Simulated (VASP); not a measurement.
**ReBiH4: single point with PBE**

Crystal: ReBiH4.

```
Re Bi H
1.0
     0.00000    3.13451    3.13451
     3.13451    0.00000    3.13451
     3.13451    3.13451    0.00000
Re Bi H
1 1 4
Direct
  0.75000 0.75000 0.75000
  0.00000 0.00000 0.00000
  0.41051 0.76846 0.41051
  0.41051 0.41051 0.76846
  0.41051 0.41051 0.41051
  0.76846 0.41051 0.41051
```

```
Program                : VASP 6.6.1
Task                   : single point
Functional             : PBE
Potentials or basis    : VASP PAW PBE potentials, release 64 (Re, Bi_d, H)
Cutoff                 : 520 eV
k mesh                 : 6 × 6 × 6
Occupations            : gaussian, width 0.1 eV
Spin                   : no spin polarisation
Dipole correction      : no
Further INCAR settings : ALGO = Normal; EDIFF = 1e-06; NBANDS = 22
```

```
Pressure               : -0.1 GPa
Largest force          : 0.010 eV/Å
Band gap on the k mesh : zero (band 13 reaches 7.08 eV, above the bottom of band 14 at 5.23 eV)
```

Forces on the atoms (eV/Å):
```
Re   0.000  0.000  0.000
Bi   0.000  0.000  0.000
H    0.006 -0.006  0.006
H    0.006  0.006 -0.006
H   -0.006 -0.006 -0.006
H   -0.006  0.006  0.006
```

Levels at points of the mesh, in eV from the Fermi level:
| k point | band 9 | band 10 | band 11 | band 12 | band 13 | band 14 | band 15 | band 16 | band 17 | band 18 |
| --- | --- | --- | --- | --- | --- | --- | --- | --- | --- | --- |
| (0.00, 0.00, 0.00) | -3.77 | -3.77 | -0.80 | -0.80 | 1.27 | 1.27 | 1.27 | 4.99 | 4.99 | 4.99 |
| (0.50, 0.00, 0.00) | -3.36 | -1.88 | -1.28 | -0.86 | -0.86 | 0.25 | 0.25 | 2.17 | 3.78 | 3.78 |
| (0.50, 0.50, 0.00) | -3.21 | -3.21 | -1.09 | -0.92 | -0.92 | -0.52 | 1.84 | 3.02 | 4.93 | 4.93 |

Wall time 14 s on 1 thread of Intel(R) Xeon(R) 6975P-C (Granite Rapids), with other jobs on the host, peak memory 0.21 GiB.

Caveat: spin-orbit coupling is left out, which moves the levels of the heavy elements.
